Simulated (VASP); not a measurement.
## Ge: single point with PBE

Ge:

```
Ge
1.0
     0.00000    2.82891    2.82891
     2.82891    0.00000    2.82891
     2.82891    2.82891    0.00000
Ge
2
Direct
  0.75000 0.75000 0.75000
  0.50000 0.50000 0.50000
```

- Program: VASP 6.6.1
- Task: single point
- Functional: PBE
- Potentials or basis: VASP PAW PBE potentials, release 64 (Ge_d)
- Cutoff: 520 eV
- k mesh: 3 × 3 × 3
- Occupations: fermi-dirac, width 0.05 eV
- Spin: no spin polarisation
- Dipole correction: no
- Further INCAR settings: ALGO = Normal; EDIFF = 1e-06; NBANDS = 21

- Pressure: 5.8 GPa

Levels at points of the mesh, in eV from the Fermi level:
| k point | band 12 | band 13 | band 14 | band 15 | band 16 | band 17 |
| --- | --- | --- | --- | --- | --- | --- |
| (0.00, 0.00, 0.00) | -0.07 | -0.07 | -0.07 | -0.02 | 2.44 | 2.44 |

Wall time 4.1 s on 1 thread of Intel(R) Xeon(R) 6975P-C (Granite Rapids) (shared host), peak memory 0.15 GiB.

Caveat: the k points lie up to 0.64 Å⁻¹ apart.
